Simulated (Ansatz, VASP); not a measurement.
One calculation of Mg2Si3, two programs

INCAR

```
PREC = Accurate
ENCUT = 600
EDIFF = 1E-7
ISMEAR = 0
SIGMA = 0.1
LREAL = F
LASPH = T
NELM = 80
ALGO = Normal
ISIF = 3
LWAVE = F
LCHARG = F
GGA = PE
IBRION = 2
NSW = 90
EDIFFG = -0.04
```

File KPOINTS:

```
Automatic mesh
0
Gamma
  3 3 3
```

The input POSCAR:

```
Mg2Si3
1.0
    3.1505528406      1.8189725306      5.7344792904
   -3.1505528406      1.8189725306      5.7344792904
    0.0000000000     -3.6379450613      5.7344792904
Mg Si
4 6
Direct
    0.8521800000      0.8521800000      0.8521800000
    0.6478200000      0.6478200000      0.6478200000
    0.1478200000      0.1478200000      0.1478200000
    0.3521800000      0.3521800000      0.3521800000
    0.0562500000      0.4437500000      0.7500000000
    0.7500000000      0.0562500000      0.4437500000
    0.4437500000      0.7500000000      0.0562500000
    0.9437500000      0.5562500000      0.2500000000
    0.2500000000      0.9437500000      0.5562500000
    0.5562500000      0.2500000000      0.9437500000
```

Input for Ansatz:

```yaml
crystal:
  lattice:
    - [3.1505528406, 1.8189725306, 5.7344792904]
    - [-3.1505528406, 1.8189725306, 5.7344792904]
    - [0.0, -3.6379450613, 5.7344792904]
  atoms:
    - { symbol: Mg, position: [0.85218, 0.85218, 0.85218] }
    - { symbol: Mg, position: [0.64782, 0.64782, 0.64782] }
    - { symbol: Mg, position: [0.14782, 0.14782, 0.14782] }
    - { symbol: Mg, position: [0.35218, 0.35218, 0.35218] }
    - { symbol: Si, position: [0.05625, 0.44375, 0.75] }
    - { symbol: Si, position: [0.75, 0.05625, 0.44375] }
    - { symbol: Si, position: [0.44375, 0.75, 0.05625] }
    - { symbol: Si, position: [0.94375, 0.55625, 0.25] }
    - { symbol: Si, position: [0.25, 0.94375, 0.55625] }
    - { symbol: Si, position: [0.55625, 0.25, 0.94375] }
basis:
  ecutwfc: 420
kpoints:
  mp_grid: { grid: [3, 3, 3] }
hamiltonian:
  xc: pbe
scf:
  occupations: { method: gaussian, width: 0.1 }
  lower_state_search: "off"
output:
  forces: true
  stress: true
  eigenvalues: true
relax:
  adjacent_minimum: "off"
  f_tol: 0.04
  max_steps: 70
  cell: { stress_tol: 0.4 }
```

Alike in both runs: task relaxation of cell and atoms; functional PBE; k mesh 3 × 3 × 3; occupations gaussian, width 0.1 eV; no spin polarisation.

|  | VASP | Ansatz |
| --- | --- | --- |
| version | VASP 6.6.1 | Ansatz 0.2.0 |
| potentials or method | VASP PAW PBE potentials, release 64 (Mg, Si), cutoff 600 eV | scalar-relativistic, plane waves, PAW |
| valence electrons in the cell | 32 | 64 |

Ansatz gave:

```
gap on the k mesh at the Fermi level, each at its own relaxed structure (eV) : none
relaxed volume (Å³/atom)                                                     : 23.51
relaxed cell length with the largest relative difference (Å)                 : 8.141
```

**Question.** Which values does VASP return?

**Answer.** gap on the k mesh at the Fermi level, each at its own relaxed structure (eV): none; relaxed volume (Å³/atom): 23.49; relaxed cell length with the largest relative difference (Å): 8.225.

A gap of «none» marks a metal or a gap that the smearing closes. VASP's potentials hold 32 valence electrons a cell and Ansatz's 64, so a difference there can come from the potentials and not from the codes.

The k mesh is coarse, so the values compare programs but aren't converged. Noted on VASP's run: the volume moved by over 15 % at a fixed basis, so the end points are rough.
